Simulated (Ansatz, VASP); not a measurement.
# Two plane-wave programs on PtSe

```
CELL_PARAMETERS angstrom
0.00000 2.79841 2.79841
2.79841 0.00000 2.79841
2.79841 2.79841 0.00000
ATOMIC_POSITIONS crystal
Pt 0.50000 0.50000 0.50000
Se 0.00000 0.00000 0.00000
```

Alike in both runs: task relaxation of cell and atoms; functional PBE; k mesh 8 × 8 × 8; occupations fermi-dirac, width 0.05 eV; no spin polarisation; Hubbard terms Pt d U = 4.0 eV.

|  | VASP | Ansatz |
| --- | --- | --- |
| version | VASP 6.6.1 | Ansatz 0.2.0 |
| potentials or method | VASP PAW PBE potentials, release 64 (Pt, Se) | Ansatz PAW |
| plane-wave cutoff (eV) | 600 | 420 |
| valence electrons in the cell | 16 | 34 |

|  | VASP | Ansatz | Ansatz less VASP |
| --- | --- | --- | --- |
| gap on the k mesh at the Fermi level, each at its own relaxed structure (eV) | none | none | - |
| relaxed volume (Å³/atom) | 18.02 | 18.55 | +0.530 |
| relaxed cell length with the largest relative difference (Å) | 3.708 | 3.744 | +0.0360 |

The programs project onto different local orbitals, so the same U acts differently, and such runs can settle in different states. A gap of «none» marks a metal or a gap that the smearing closes. VASP's potentials hold 16 valence electrons a cell and Ansatz's 34, so a difference there can come from the potentials and not from the codes.

Spin-orbit coupling is off throughout. Noted on VASP's run: the volume moved by over 15 % at a fixed basis, so the end points are rough. Noted on Ansatz's run: the volume moved by over 15 % at a fixed basis, so the end points are rough; the plane-wave basis is chosen anew once the cell has moved, so the energies of steps on either side of that aren't comparable.
